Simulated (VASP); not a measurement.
# BeS (F-43m) in VASP: further runs, part 4 of 4

VASP 6.6.1. The steps go on from the part before.

## (5) Single point, HSE06 (strain +2.0%)

Input file POSCAR:

```
BeS
1.0
    0.0000000000      2.4829923550      2.4829923550
    2.4829923550      0.0000000000      2.4829923550
    2.4829923550      2.4829923550      0.0000000000
Be S
1 1
Direct
    0.0000000000      0.0000000000      0.0000000000
    0.2500000000      0.2500000000      0.2500000000
```

Input file INCAR.step1:

```
ALGO     = Normal         # electronic algorithm
EDIFF    = 1E-5           # SCF threshold, eV
ENCUT    = 520            # plane-wave cutoff, eV
GGA      = PE             # functional
ISIF     = 2              # what is computed and relaxed
ISMEAR   = 0              # smearing method
LASPH    = T              # aspherical terms in the spheres
LCHARG   = F              # write CHGCAR
LREAL    = F              # projectors in reciprocal space
LWAVE    = T              # write WAVECAR
NBANDS   = 11             # bands
NELM     = 100            # most SCF steps
PREC     = Accurate       # precision mode
SIGMA    = 0.01           # smearing width, eV
```

Input file INCAR.step2:

```
ALGO     = Normal         # electronic algorithm
EDIFF    = 1E-6           # SCF threshold, eV
ENCUT    = 520            # plane-wave cutoff, eV
GGA      = PE             # functional
HFSCREEN = 0.2079         # screening, 1/A
ISIF     = 2              # what is computed and relaxed
ISMEAR   = 0              # smearing method
ISTART   = 1            
LASPH    = T              # aspherical terms in the spheres
LCHARG   = F              # write CHGCAR
LHFCALC  = T              # exact exchange
LREAL    = F              # projectors in reciprocal space
LWAVE    = F              # write WAVECAR
NBANDS   = 11             # bands
NELM     = 100            # most SCF steps
PREC     = Accurate       # precision mode
PRECFOCK = Normal       
SIGMA    = 0.01           # smearing width, eV
```

Input file KPOINTS:

```
k-points
0
Gamma
  6 6 6
```

Potentials or basis: VASP PAW PBE potentials, release 64 (Be, S).

Command:

```sh
cat potpaw_PBE.64/Be/POTCAR potpaw_PBE.64/S/POTCAR > POTCAR
cp INCAR.step1 INCAR
mpirun -np 1 vasp_std > vasp.out
cp INCAR.step2 INCAR
mpirun -np 1 vasp_std > vasp.out
```

OUTCAR:

```text
EDIFF = 1E-6
   ENCUT = 520
   GGA = PE
   HFSCREEN = 0.2079
   ISIF = 2
   ISMEAR = 0
   ISTART = 1
   LASPH = T
   LHFCALC = T
   LREAL = F
   NELM = 100
   PREC = Accurate
   PRECFOCK = Normal

 ion  position               nearest neighbor table
   1  0.000  0.000  0.000-   2 2.15   2 2.15   2 2.15   2 2.15
   2  0.250  0.250  0.250-   1 2.15   1 2.15   1 2.15   1 2.15

  LATTYP: Found a face centered cubic cell.
 ALAT       =     4.9659847100

  Lattice vectors:

 A1 = (   0.0000000000,   2.4829923550,   2.4829923550)
 A2 = (   2.4829923550,   0.0000000000,   2.4829923550)
 A3 = (   2.4829923550,   2.4829923550,   0.0000000000)

Analysis of symmetry for initial positions (statically):
=====================================================================
 Subroutine PRICEL returns:
 Original cell was already a primitive cell.

 Routine SETGRP: Setting up the symmetry group for a
 face centered cubic supercell.

 Subroutine GETGRP returns: Found 24 space group operations
 (whereof 24 operations were pure point group operations)
 out of a pool of 48 trial point group operations.

The static configuration has the point symmetry T_d .

Analysis of symmetry for dynamics (positions and initial velocities):
=====================================================================
 Subroutine PRICEL returns:
 Original cell was already a primitive cell.

 Routine SETGRP: Setting up the symmetry group for a
 face centered cubic supercell.

 Subroutine GETGRP returns: Found 24 space group operations
 (whereof 24 operations were pure point group operations)
 out of a pool of 48 trial point group operations.

The dynamic configuration has the point symmetry T_d .

 Subroutine INISYM returns: Found 24 space group operations
 (whereof 24 operations are pure point group operations),
 and found     1 'primitive' translations

----------------------------------------------------------------------------------------

[... 118 lines left out ...]
   ENCUTFOCK=  -1.0 apply spherical cutoff to Coloumb kernel
   IVDW    =     0    specifies the selected vdW correction
   LEPSILON=     F    determine dielectric tensor
   LRPA    =     F    only Hartree local field effects (RPA)
 non-spin polarized calculation
 Gauss-broadening in eV      SIGMA  =   0.01
  energy-cutoff  :      520.00
  volume of cell :       30.62
 maximum number of plane-waves:       869
 NGX is ok and might be reduce to    28
  NGX = 20; NGY = 20; NGZ = 20

 number of electron       8.0000001 magnetization

 Free energy of the ion-electron system (eV)
  ---------------------------------------------------
  ext. energy  EPLUGINS =         0.00000000
  ---------------------------------------------------
  free energy    TOTEN  =       -11.34713873 eV

  energy without entropy =      -11.34713873  energy(sigma->0) =      -11.34713873

 E-fermi :   2.8737     XC(G=0):  -7.8603

 val. band max:        2.8120237249   @ k =   0.0000   0.0000   0.0000
 cond. band min:       7.0135466714   @ k =   0.5000   0.5000   0.0000
 fundamental gap:      4.2015229465
 Fermi energy:         2.8736829711

 k-point     1 :       0.0000    0.0000    0.0000
  band No.  band energies     occupation
      1     -11.7812      2.00000
      2       2.8120      2.00000
      3       2.8120      2.00000
      4       2.8120      2.00000
      5       9.2614      0.00000
      6       9.6929      0.00000
      7       9.6929      0.00000
      8       9.6929      0.00000
      9      16.9207      0.00000
     10      16.9207      0.00000
     11      18.5114      0.00000
[... 197 lines left out ...]
 k-point    16 :      -0.3333    0.5000    0.1667
  band No.  band energies     occupation
      1      -9.6379      2.00000
      2      -1.9152      2.00000
      3      -0.5912      2.00000
      4      -0.3009      2.00000
      5       9.0040      0.00000
      6      10.5915      0.00000
      7      13.9083      0.00000
      8      14.4101      0.00000
      9      18.2111      0.00000
     10      18.5583      0.00000
     11      21.0091      0.00000

------------------------ aborting loop because EDIFF is reached ----------------------------------------

  FORCE on cell =-STRESS in cart. coord.  units (eV):
  Direction    XX          YY          ZZ          XY          YZ          ZX
  --------------------------------------------------------------------------------------
  -------------------------------------------------------------------------------------
  Total       -1.1648912     -1.1648912     -1.1648912      0.0000000      0.0000000     -0.0000000
  in kB      -60.9592772    -60.9592772    -60.9592772      0.0000000      0.0000000     -0.0000000
  external PRESSURE =     -60.9592772 kB  Pullay stress =       0.0000000 kB

 VOLUME and BASIS-vectors are now :
 -----------------------------------------------------------------------------
  energy-cutoff  :      520.00
  volume of cell :       30.62
      direct lattice vectors                 reciprocal lattice vectors
     0.000000000  2.482992355  2.482992355    -0.201369931  0.201369931  0.201369931
     2.482992355  0.000000000  2.482992355     0.201369931 -0.201369931  0.201369931
     2.482992355  2.482992355  0.000000000     0.201369931  0.201369931 -0.201369931

 POSITION                                       TOTAL-FORCE (eV/Angst)
 -----------------------------------------------------------------------------------
      0.00000      0.00000      0.00000        -0.000000     -0.000000      0.000000
      1.24150      1.24150      1.24150         0.000000      0.000000     -0.000000
 -----------------------------------------------------------------------------------
    total drift:                               -0.000000     -0.000000     -0.000000

  FREE ENERGIE OF THE ION-ELECTRON SYSTEM (eV)
  ---------------------------------------------------
  free  energy   TOTEN  =       -11.3471387340 eV

  energy  without entropy=      -11.3471387340  energy(sigma->0) =      -11.34713873
```

OUTCAR.step1:

```text
EDIFF = 1E-5
   ENCUT = 520
   GGA = PE
   ISIF = 2
   ISMEAR = 0
[... 435 lines left out ...]
 -----------------------------------------------------------------------------------
      0.00000      0.00000      0.00000         0.000000      0.000000      0.000000
      1.24150      1.24150      1.24150        -0.000000     -0.000000     -0.000000
 -----------------------------------------------------------------------------------
    total drift:                                0.000000      0.000000      0.000000

  FREE ENERGIE OF THE ION-ELECTRON SYSTEM (eV)
  ---------------------------------------------------
  free  energy   TOTEN  =        -9.9871669949 eV

  energy  without entropy=       -9.9871669949  energy(sigma->0) =       -9.98716699
```

OSZICAR.step1:

```text
N       E                     dE             d eps       ncg     rms          rms(c)
DAV:   1     0.193746211458E+02    0.19375E+02   -0.38268E+03   352   0.614E+02
DAV:   2    -0.885540338447E+01   -0.28230E+02   -0.26007E+02   470   0.111E+02
DAV:   3    -0.101215107627E+02   -0.12661E+01   -0.12633E+01   450   0.236E+01
DAV:   4    -0.101301400417E+02   -0.86293E-02   -0.86283E-02   442   0.232E+00
DAV:   5    -0.101302148110E+02   -0.74769E-04   -0.74768E-04   448   0.202E-01    0.513E+00
DAV:   6    -0.100146326456E+02    0.11558E+00   -0.13410E-01   405   0.164E+00    0.352E+00
DAV:   7    -0.998556249173E+01    0.29070E-01   -0.94489E-02   431   0.157E+00    0.109E+00
DAV:   8    -0.998700351032E+01   -0.14410E-02   -0.68303E-03   460   0.404E-01    0.110E-01
DAV:   9    -0.998708563160E+01   -0.82121E-04   -0.48587E-04   455   0.138E-01    0.292E-02
DAV:  10    -0.998716254553E+01   -0.76914E-04   -0.10179E-04   397   0.609E-02    0.174E-02
DAV:  11    -0.998716699493E+01   -0.44494E-05   -0.14568E-05   467   0.200E-02
   1 F= -.99871670E+01 E0= -.99871670E+01  d E =-.727430E-18
```

Wall time 7.1 min (1 thread of Intel Xeon Platinum 8259CL at 2.50GHz (Skylake/Cascade Lake), shared host); peak memory 0.26 GiB.

Results:

| Property | Result |
| --- | --- |
| Free energy | -11.3471 eV |
| Pressure | -6.1 GPa |
| Band gap on the k mesh | 4.20 eV (least direct gap 6.45 eV) |

Levels at points of the mesh, in eV from the valence-band top:
```csv
k point,band 2,band 3,band 4,band 5,band 6,band 7
"(0.00, 0.00, 0.00)",0.00,0.00,0.00,6.45,6.88,6.88
"(0.50, 0.00, 0.00)",-5.88,-1.02,-1.02,6.33,7.77,7.77
"(0.50, 0.50, 0.00)",-5.16,-2.62,-2.62,4.20,6.01,13.92
```

Caveat: the cell differs from its parent crystal (strain +2.0%); the cell stands under tension; the PAW data sets were made with another functional, which shifts forces and pressure a little. A k mesh can miss the band edges.

## (6) Summary

```csv
cell,gap on the mesh (eV),pressure (GPa)
"a = 3.374 Å, angles 60.0°, 2 atoms",3.93,5.4
"a = 3.408 Å, angles 60.0°, 2 atoms",4.01,2.0
"a = 3.477 Å, angles 60.0°, 2 atoms",4.14,-3.7
"a = 3.511 Å, angles 60.0°, 2 atoms",4.20,-6.1
```

Alike in all rows: task single point; level HSE06; potentials or basis VASP PAW PBE potentials, release 64 (Be, S); no spin polarisation; k mesh 6 × 6 × 6; cutoff (eV) 520; smearing gaussian 0.01 eV.

Caveats: the PAW data sets were made with another functional, which shifts forces and pressure a little; the cell stands under tension (at least some runs); the cell stands under pressure (at least some runs).

Total energies depend on the potentials used, so only differences within one code and one set of settings carry meaning.
